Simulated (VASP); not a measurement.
SiC: single point with PBE

Crystal: SiC.

```
Si C
1.0
    -3.07600    0.00000    0.00000
    -1.53800   -2.66389    0.00000
     0.00000    0.00000   10.34600
Si C
4 4
Direct
  0.33333 0.33333 0.63795
  0.33333 0.33333 0.15003
  0.66667 0.66667 0.88191
  0.66667 0.66667 0.39399
  0.33333 0.33333 0.82580
  0.33333 0.33333 0.33788
  0.66667 0.66667 0.09392
  0.66667 0.66667 0.58184
```

* Program: VASP 6.6.1
* Task: single point
* Functional: PBE
* Potentials or basis: VASP PAW PBE potentials, release 64 (Si, C)
* Cutoff: 600 eV
* k mesh: 10 × 10 × 3
* Occupations: gaussian, width 0.05 eV
* Spin: no spin polarisation

| Quantity | Value |
| --- | --- |
| Pressure | 0.3 GPa |
| Largest force | 2.296 eV/Å |
| Band gap on the k mesh | 2.56 eV |

Forces on the atoms (eV/Å):
```
Si   0.000  0.000  0.533
Si   0.000  0.000 -0.119
Si   0.000  0.000  2.296
Si   0.000  0.000  0.517
C    0.000  0.000 -0.271
C    0.000  0.000 -0.509
C    0.000  0.000 -1.906
C    0.000  0.000 -0.542
```

Stress tensor (GPa, compression positive):
```
 4.75  0.00  0.00
 0.00  4.75  0.00
 0.00  0.00 -8.59
```

Levels at points of the mesh, in eV from the valence-band top:
| k point | band 13 | band 14 | band 15 | band 16 | band 17 | band 18 | band 19 | band 20 |
| --- | --- | --- | --- | --- | --- | --- | --- | --- |
| (0.00, 0.00, 0.00) | -0.75 | -0.13 | -0.13 | 0.00 | 4.71 | 5.04 | 5.65 | 6.13 |
| (0.50, 0.00, 0.00) | -2.49 | -2.41 | -2.03 | -1.45 | 2.63 | 2.96 | 3.22 | 4.11 |

Run time: 59 s on 1 thread of AMD EPYC 9R45 96-Core Processor (Zen 5) (shared host), peak memory 0.24 GiB.

Caveat: forces of over 1 eV/Å act on the atoms, so gaps and moduli don't describe the material at rest. A hybrid or GW would open this gap; PBE tends to underestimate it.
